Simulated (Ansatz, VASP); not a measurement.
## One calculation of La, two programs

```
CELL_PARAMETERS angstrom
3.23568 0.00000 0.00000
0.00000 3.23568 0.00000
0.00000 0.00000 3.23568
ATOMIC_POSITIONS crystal
La 0.00000 0.00000 0.00000
```

Alike in both runs: task single point; functional PBE; k mesh 16 × 16 × 16; occupations fermi-dirac, width 0.1 eV; no spin polarisation.

```csv
,VASP,Ansatz
version,VASP 6.6.1,Ansatz 0.2.0
potentials or method,"VASP PAW PBE potentials, release 64 (La), cutoff 520 eV","plane waves (420 eV) with PAW, scalar-relativistic"
valence electrons in the cell,11,11
```

|  | VASP | Ansatz | Ansatz less VASP |
| --- | --- | --- | --- |
| pressure (GPa) | 2.3 | 2.3 | -0.04 |

Neither program's run includes spin-orbit coupling.
